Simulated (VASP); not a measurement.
Runs of VASP 6.6.1 on Mg. The structure is that of space group Fm-3m (No. 225), or close to it. The cells are those of the table. 

```tsv
task	spin	cell	k mesh	cutoff (eV)	gap on the mesh (eV)	pressure (GPa)
single point	off	a = 3.199 Å, angles 60.0°, 1 atom	20 × 20 × 20	520	none	-0.1
single point	off	a = 3.066 Å, angles 60.0°, 1 atom	14 × 14 × 14	520	none	(b)
single point	off	a = 3.156 Å, angles 60.0°, 1 atom	14 × 14 × 14	520	none	(a)
single point	off	a = 3.323 Å, angles 60.0°, 1 atom	14 × 14 × 14	520	none	-3.3
single point	off	a = 3.199 Å, angles 60.0°, 1 atom	12 × 12 × 12	520	none	-0.2
single point	non-collinear, zero start, SOC	a = 3.199 Å, angles 60.0°, 1 atom	12 × 12 × 12	520	-	-0.2
single point	off	a = 3.241 Å, angles 60.0°, 1 atom	14 × 14 × 14	520	none	-1.4
relaxation of cell and atoms	off	relaxed from a = 3.203 Å, angles 60.0°, 1 atom	12 × 12 × 12	600	none	0.0
single point	off	a = 3.199 Å, angles 60.0°, 1 atom	14 × 14 × 14	520	none	-0.1
single point	off	a = 3.112 Å, angles 60.0°, 1 atom	14 × 14 × 14	520	none	3.4
single point	off	a = 3.283 Å, angles 60.0°, 1 atom	14 × 14 × 14	520	none	-2.4
```

Alike in all rows: level PBE; potentials or basis VASP PAW PBE potentials, release 64 (Mg); smearing fermi-dirac 0.1 eV.

Problem. Fill in the values left out.

Solution. (a) 1.5; (b) 5.7.

A gap of «none» marks levels without a gap at the run's occupations.
